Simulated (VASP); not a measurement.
# Zn (I4/mmm) in VASP: a series of runs

Zn is run at these levels: PBEsol; tasks: single point.

Program: VASP 6.6.1. These are calculated values, not measurements. Logs are shortened: lines on timing, memory, paths and dates and some standing lists are left out, and cuts for length are marked.

## 1. The cell of the first run

It takes space group I4/mmm (No. 139, tetragonal). The conventional cell has a = 3.060 Å, b = 3.060 Å, c = 3.121 Å, α = 90.00°, β = 90.00°, γ = 90.00°. Zn (site symmetry 4/mmm) has 14 Zn at 2.67 to 3.12 Å within 3.5 Å.

## 2. Single point, PBEsol (normal strain along x +0.0000, normal strain along z +0.0200)

Contents of INCAR:

```
SYSTEM = Zn
PREC = Accurate
ENCUT = 520
EDIFF = 1E-6
ISMEAR = 0
SIGMA = 0.15
LREAL = .False.
LASPH = .True.
NELM = 100
ALGO = Normal
ISIF = 2
LWAVE = .False.
LCHARG = .True.
GGA = PS
LELF = .True.
LVHAR = .True.
NBANDS = 12
```

Contents of KPOINTS:

```
regular mesh
0
Gamma
  20 20 20
  0 0 0
```

Contents of POSCAR:

```
Zn
1.0
   -1.5300745013      1.5300745013      1.5606759913
    1.5300745013     -1.5300745013      1.5606759913
    1.5300745013      1.5300745013     -1.5606759913
Zn
1
Direct
    0.0000000000      0.0000000000      0.0000000000
```

Potentials or basis: VASP PAW PBE potentials, release 64 (Zn).

Command:

```bash
$ cat potpaw_PBE.64/Zn/POTCAR > POTCAR
$ mpirun -np 1 vasp_std > vasp.out
```

OUTCAR:

```text
SYSTEM = Zn
   PREC = Accurate
   ENCUT = 520
   EDIFF = 1E-6
   ISMEAR = 0
   LREAL = .False.
   LASPH = .True.
   NELM = 100
   ISIF = 2
   GGA = PS

 ion  position               nearest neighbor table
   1  0.000  0.000  0.000-

  LATTYP: Found a body centered tetragonal cell.
 ALAT       =     3.0601490026
 C/A-ratio  =     1.0200000000

  Lattice vectors:

 A1 = (  -1.5300745013,   1.5300745013,   1.5606759913)
 A2 = (   1.5300745013,  -1.5300745013,   1.5606759913)
 A3 = (   1.5300745013,   1.5300745013,  -1.5606759913)

Analysis of symmetry for initial positions (statically):
=====================================================================
 Subroutine PRICEL returns:
 Original cell was already a primitive cell.

 Routine SETGRP: Setting up the symmetry group for a
 body centered tetragonal supercell.

 Subroutine GETGRP returns: Found 16 space group operations
 (whereof 16 operations were pure point group operations)
 out of a pool of 16 trial point group operations.

The static configuration has the point symmetry D_4h.

Analysis of symmetry for dynamics (positions and initial velocities):
=====================================================================
 Subroutine PRICEL returns:
 Original cell was already a primitive cell.

 Routine SETGRP: Setting up the symmetry group for a
 body centered tetragonal supercell.

 Subroutine GETGRP returns: Found 16 space group operations
 (whereof 16 operations were pure point group operations)
 out of a pool of 16 trial point group operations.

The dynamic configuration has the point symmetry D_4h.

 Subroutine INISYM returns: Found 16 space group operations
 (whereof 16 operations are pure point group operations),
 and found     1 'primitive' translations

----------------------------------------------------------------------------------------

                                     Primitive cell

  volume of cell :      14.6150

  direct lattice vectors                    reciprocal lattice vectors
    -1.530074501  1.530074501  1.560675991     0.000000000  0.326781473  0.320373994
     1.530074501 -1.530074501  1.560675991     0.326781473  0.000000000  0.320373994
     1.530074501  1.530074501 -1.560675991     0.326781473  0.326781473  0.000000000

  length of vectors
     2.667951557  2.667951557  2.667951557     0.457630448  0.457630448  0.462138792

  position of ions in fractional coordinates (direct lattice)
     0.000000000  0.000000000  0.000000000

  ion indices of the primitive-cell ions
   primitive index   ion index
                 1           1

----------------------------------------------------------------------------------------

 KPOINTS: regular mesh

Automatic generation of k-mesh.
 Grid dimensions read from file:
 generate k-points for:   20   20   20

 Generating k-lattice:

  Cartesian coordinates                     Fractional coordinates (reciprocal lattice)
     0.000000000  0.016339074  0.016018700     0.050000000  0.000000000 -0.000000000
     0.016339074  0.000000000  0.016018700     0.000000000  0.050000000 -0.000000000
     0.016339074  0.016339074  0.000000000     0.000000000  0.000000000  0.050000000

  Length of vectors
     0.022881522  0.022881522  0.023106940

  Shift w.r.t. Gamma in fractional coordinates (k-lattice)
     0.000000000  0.000000000  0.000000000

 Subroutine IBZKPT returns following result:
 ===========================================

 Found    641 irreducible k-points:

 Following reciprocal coordinates:
            Coordinates               Weight
  0.000000  0.000000  0.000000      1.000000
  0.050000  0.000000 -0.000000      8.000000
  0.100000 -0.000000  0.000000      8.000000
  0.150000  0.000000 -0.000000      8.000000
  0.200000 -0.000000  0.000000      8.000000
  0.250000  0.000000  0.000000      8.000000
[... 16 lines left out ...]
 -0.400000  0.050000  0.000000     16.000000
 -0.350000  0.050000  0.000000     16.000000
 [... further k-points ...]
   k-points           NKPTS =    641   k-points in BZ     NKDIM =    641   number of bands    NBANDS=     12
   number of dos      NEDOS =    301   number of ions     NIONS =      1
   total plane-waves  NPLWV =   8000
   dimension x,y,z NGX =    20 NGY =   20 NGZ =   20
   dimension x,y,z NGXF=    40 NGYF=   40 NGZF=   40
   ions per type =               1
   NGX,Y,Z   is equivalent  to a cutoff of  12.46, 12.46, 12.46 a.u.
   NGXF,Y,Z  is equivalent  to a cutoff of  24.92, 24.92, 24.92 a.u.
 SYSTEM =  Zn
   PREC   = accura    normal or accurate (medium, high low for compatibility)
   ISTART =      0    job   : 0-new  1-cont  2-samecut
   ICHARG =      2    charge: 1-file 2-atom 10-const
   ISPIN  =      1    spin polarized calculation?
   LNONCOLLINEAR =      F non collinear calculations
   LSORBIT =      F    spin-orbit coupling
   LASPH  =      T    aspherical Exc in radial PAW
   ENCUT  =  520.0 eV  38.22 Ry    6.18 a.u.   4.96  4.96  4.96*2*pi/ulx,y,z
   NELM   =    100;   NELMIN=  2; NELMDL= -5     # of ELM steps
   EDIFF  = 0.1E-05   stopping-criterion for ELM
   LREAL  =      F    real-space projection
   EDIFFG = 0.1E-04   stopping-criterion for IOM
   NSW    =      0    number of steps for IOM
   IBRION =     -1    ionic relax: 0-MD 1-quasi-New 2-CG
   NFREE  =      0    steps in history (QN), initial steepest desc. (CG)
   ISIF   =      2    stress and relaxation
   ISYM   =      2    0-nonsym 1-usesym 2-fastsym
   POTIM  = 0.5000    time-step for ionic-motion
   TEBEG  =    0.0;   TEEND  =   0.0 temperature during run
   PSTRESS=    0.0 pullay stress
   NELECT =      12.0000    total number of electrons
   NUPDOWN=      -1.0000    fix difference up-down
   EMIN   =  10.00;   EMAX   =-10.00  energy-range for DOS
   EFERMI =   0.00;   METHOD = LEGACY
   ISMEAR =     0;   SIGMA  =   0.15  broadening in eV -4-tet -1-fermi 0-gaus
   EFERMI_NEDOS =   21; number of points for ismear=-14 and -15
   IALGO  =     38    algorithm
   IMIX   =      4    mixing-type and parameters
     AMIX     =   0.40;   BMIX     =  1.00
     AMIX_MAG =   1.60;   BMIX_MAG =  1.00
  volume/ion in A,a.u.               =      14.61        98.63
  Fermi-wavevector in a.u.,A,eV,Ry     =   1.532978  2.896909 31.973988  2.350022
  Thomas-Fermi vector in A             =   2.640109
   LORBIT       =      0    0 simple, 1 ext, 2 COOP (PROOUT), +10 PAW based schemes
   GGA     = PS    functional components
   LHFCALC =     F    Hartree Fock is set to
   AEXX    =    0.0000 exact exchange contribution
   IVDW    =     0    specifies the selected vdW correction
   LEPSILON=     F    determine dielectric tensor
   LRPA    =     F    only Hartree local field effects (RPA)
 non-spin polarized calculation
 Gauss-broadening in eV      SIGMA  =   0.15
  energy-cutoff  :      520.00
  volume of cell :       14.61
 maximum number of plane-waves:       409
   NGX =  9   NGY =  9   NGZ =  9

 number of electron      12.0000004 magnetization

 Free energy of the ion-electron system (eV)
  ---------------------------------------------------
  ext. energy  EPLUGINS =         0.00000000
  ---------------------------------------------------
  free energy    TOTEN  =        -1.49521194 eV

  energy without entropy =       -1.49209037  energy(sigma->0) =       -1.49365116

 E-fermi :   3.3801     XC(G=0): -11.9247

 val. band max:        3.3766599713   @ k =   0.4500   0.0000  -0.0000
 cond. band min:       3.3806480092   @ k =  -0.3500  -0.4000   0.1000
 fundamental gap:      0.0039880380
 Fermi energy:         3.3801223347

 k-point     1 :       0.0000    0.0000    0.0000
  band No.  band energies     occupation
      1      -7.4869      2.00000
      2      -4.5751      2.00000
      3      -4.5751      2.00000
      4      -4.5362      2.00000
      5      -4.0277      2.00000
      6      -3.9926      2.00000
      7      22.9954      0.00000
      8      23.2247      0.00000
      9      23.2247      0.00000
     10      24.2915      0.00000
     11      24.7346      0.00000
     12      24.7346      0.00000

 k-point     2 :       0.0500    0.0000   -0.0000
  band No.  band energies     occupation
      1      -7.4053      2.00000
      2      -4.5732      2.00000
      3      -4.5731      2.00000
      4      -4.5258      2.00000
      5      -4.0336      2.00000
      6      -3.9945      2.00000
      7      21.6837      0.00000
      8      22.5412      0.00000
      9      22.7422      0.00000
     10      23.8043      0.00000
     11      24.0747      0.00000
     12      24.2930      0.00000

 k-point     3 :       0.1000   -0.0000    0.0000
  band No.  band energies     occupation
      1      -7.1631      2.00000
      2      -4.5899      2.00000
      3      -4.5668      2.00000
      4      -4.4731      2.00000
      5      -4.0513      2.00000
      6      -3.9972      2.00000
      7      19.1171      0.00000
      8      21.2984      0.00000
      9      21.7769      0.00000
     10      23.0684      0.00000
     11      23.2833      0.00000
     12      24.2824      0.00000
[... 286 lines left out ...]
 k-point    23 :      -0.4000    0.0500    0.0000
  band No.  band energies     occupation
      1      -5.2553      2.00000
      2      -4.8305      2.00000
      3      -4.0863      2.00000
      4      -3.9890      2.00000
      5      -3.8286      2.00000
      6      -2.2307      2.00000
      7       6.1373      0.00000
      8      15.1963      0.00000
      9      16.5389      0.00000
     10      20.2731      0.00000
     11      21.7430      0.00000
     12      27.7674      0.00000

 k-point    24 :      -0.3500    0.0500    0.0000
  band No.  band energies     occupation
      1      -5.2908      2.00000
      2      -4.7900      2.00000
      3      -4.0997      2.00000
      4      -4.0303      2.00000
      5      -3.9488      2.00000
      6      -3.2529      2.00000
      7       8.2027      0.00000
      8      15.7965      0.00000
      9      17.0462      0.00000
     10      20.6404      0.00000
     11      21.9685      0.00000
     12      26.7456      0.00000

 [... further k-points ...]

------------------------ aborting loop because EDIFF is reached ----------------------------------------

  FORCE on cell =-STRESS in cart. coord.  units (eV):
  Direction    XX          YY          ZZ          XY          YZ          ZX
  --------------------------------------------------------------------------------------
  -------------------------------------------------------------------------------------
  Total       -0.1447867     -0.1447867     -0.0538333      0.0000000     -0.0000000      0.0000000
  in kB      -15.8723512    -15.8723512     -5.9015180      0.0000000     -0.0000000      0.0000000
  external PRESSURE =     -12.5487402 kB  Pullay stress =       0.0000000 kB

 VOLUME and BASIS-vectors are now :
 -----------------------------------------------------------------------------
  energy-cutoff  :      520.00
  volume of cell :       14.61
      direct lattice vectors                 reciprocal lattice vectors
    -1.530074501  1.530074501  1.560675991     0.000000000  0.326781473  0.320373994
     1.530074501 -1.530074501  1.560675991     0.326781473  0.000000000  0.320373994
     1.530074501  1.530074501 -1.560675991     0.326781473  0.326781473  0.000000000

 POSITION                                       TOTAL-FORCE (eV/Angst)
 -----------------------------------------------------------------------------------
      0.00000      0.00000      0.00000         0.000000      0.000000     -0.000000
 -----------------------------------------------------------------------------------
    total drift:                                0.000000     -0.000000      0.000000

  FREE ENERGIE OF THE ION-ELECTRON SYSTEM (eV)
  ---------------------------------------------------
  free  energy   TOTEN  =        -1.4952119435 eV

  energy  without entropy=       -1.4920903704  energy(sigma->0) =       -1.49365116
```

It took 35 s on 1 thread of Intel Xeon 6975P-C (Granite Rapids), shared host; peak memory 0.21 GiB.

What came out:

| Item | Value |
| --- | --- |
| Free energy | -1.4952 eV |
| Pressure | -1.3 GPa |
| Band gap on the k mesh | zero (band 6 reaches 7.28 eV, above the bottom of band 7 at 2.36 eV) |

Stress tensor (GPa, compression positive):
```
-1.59  0.00  0.00
 0.00 -1.59  0.00
 0.00  0.00 -0.59
```

Levels at points of the mesh, in eV from the Fermi level:
```
           k point  band 3  band 4  band 5  band 6  band 7  band 8  band 9  band 10
(0.00, 0.00, 0.00)   -7.96   -7.92   -7.41   -7.37   19.62   19.84   19.84    20.91
(0.50, 0.00, 0.00)   -7.44   -7.35   -7.02   -2.99   -1.02   11.80   13.15    15.82
(0.50, 0.50, 0.00)   -7.39   -7.34   -7.02   -2.87   -0.82   11.35   12.64    15.37
(0.50, 0.50, 0.50)   -7.12   -7.11   -7.11    3.79    4.41    4.41    7.85     8.73
```

Caveat: the cell differs from its parent crystal (normal strain along x +0.0000, normal strain along z +0.0200); the PAW data sets were made with another functional, which shifts forces and pressure a little.

## 3. Single point, PBEsol (normal strain along x +0.0100, normal strain along z +0.0100)

Contents of INCAR:

```
PREC = Accurate ; ENCUT = 520
EDIFF = 1E-6 ; ISMEAR = 0
SIGMA = 0.15 ; LREAL = F
LASPH = T ; NELM = 60
ALGO = Normal ; ISIF = 2
LWAVE = F ; LCHARG = T
GGA = PS ; LELF = T
LVHAR = T ; NBANDS = 12
```

Contents of KPOINTS:

```
Automatic mesh
0
Gamma
  20 20 20
```

Contents of POSCAR:

```
Zn
1.0
   -1.5453752463      1.5300745013      1.5453752463
    1.5453752463     -1.5300745013      1.5453752463
    1.5453752463      1.5300745013     -1.5453752463
Zn
1
Direct
    0.0000000000      0.0000000000      0.0000000000
```

Potentials or basis: VASP PAW PBE potentials, release 64 (Zn).

Command:

```bash
$ cat potpaw_PBE.64/Zn/POTCAR > POTCAR
$ mpirun -np 1 vasp_std > vasp.out
```

Wall time 36 s (1 thread of Intel Xeon 6975P-C (Granite Rapids), shared host); peak memory 0.22 GiB.

Results (log left out):

```yaml
Free_energy: -1.4947 eV
Pressure: -1.3 GPa
Band_gap_on_the_k_mesh: zero (band 6 reaches 7.47 eV, above the bottom of band 7 at 2.35 eV)
```

Stress tensor (GPa, compression positive):
```
-1.12  0.00  0.00
 0.00 -1.57  0.00
 0.00  0.00 -1.12
```

Levels at points of the mesh, in eV from the Fermi level:
```csv
k point,band 4,band 5,band 6,band 7,band 8,band 9
"(0.00, 0.00, 0.00)",-7.94,-7.40,-7.39,19.73,19.73,19.90
"(0.50, 0.00, 0.00)",-7.35,-7.03,-2.94,-0.93,11.57,12.88
"(0.00, 0.50, 0.00)",-7.36,-7.03,-2.99,-1.03,11.80,13.14
"(0.50, 0.50, 0.50)",-7.12,-7.11,4.09,4.09,4.40,7.99
```

Caveat: the cell differs from its parent crystal (normal strain along x +0.0100, normal strain along z +0.0100); the PAW data sets were made with another functional, which shifts forces and pressure a little.
